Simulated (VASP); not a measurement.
## PbSe: single point with PBE

Crystal: PbSe.

```
Pb Se
1.0
     4.20283    0.00000    0.00000
    -2.10141    3.63976    0.00000
     0.00000    0.00000    7.68211
Pb Se
2 2
Cartesian
  2.1014 1.2133 1.8208
  0.0000 2.4265 5.6619
  0.0000 0.0000 3.9396
  0.0000 0.0000 0.0986
```

```yaml
Program: VASP 6.6.1
Task: single point
Functional: PBE
Potentials_or_basis: VASP PAW PBE potentials, release 64 (Pb_d, Se)
Cutoff: 520 eV
k_mesh: 6 × 6 × 4
Occupations: gaussian, width 0.02 eV
Spin: no spin polarisation
Dipole_correction: no
Further_INCAR_settings: ALGO = Normal; EDIFF = 1e-06; NBANDS = 28
```

```yaml
Pressure: 1.8 GPa
Largest_force: 0.006 eV/Å
Band_gap_on_the_k_mesh: 0.25 eV (least direct gap 0.32 eV)
```

Forces in eV/Å, atoms in the order of the input:
```
Pb   0.000  0.000  0.006
Pb   0.000  0.000  0.006
Se   0.000  0.000 -0.006
Se   0.000  0.000 -0.006
```

Stress tensor (GPa, compression positive):
```
1.82 0.00 0.00
0.00 1.82 0.00
0.00 0.00 1.73
```

Levels at points of the mesh, in eV from the valence-band top:
| k point | band 16 | band 17 | band 18 | band 19 | band 20 | band 21 | band 22 | band 23 | band 24 | band 25 |
| --- | --- | --- | --- | --- | --- | --- | --- | --- | --- | --- |
| (0.00, 0.00, 0.00) | -1.41 | -1.41 | -0.76 | -0.76 | 0.00 | 1.39 | 2.55 | 2.55 | 4.50 | 4.65 |
| (0.50, 0.00, 0.00) | -3.72 | -2.56 | -1.21 | -0.74 | -0.08 | 0.25 | 1.70 | 2.13 | 4.24 | 5.02 |
| (0.00, 0.00, 0.50) | -1.13 | -1.13 | -1.13 | -1.11 | -1.11 | 3.19 | 3.19 | 3.47 | 3.47 | 3.47 |
| (0.50, 0.00, 0.50) | -3.27 | -2.02 | -2.02 | -1.99 | -1.99 | 2.20 | 2.20 | 3.78 | 3.78 | 4.25 |

It took 50 s on 1 thread of Intel Xeon 8259CL (shared host), peak memory 0.27 GiB.

Caveat: spin-orbit coupling is left out, which moves the levels of the heavy elements. A k mesh can miss the band edges.
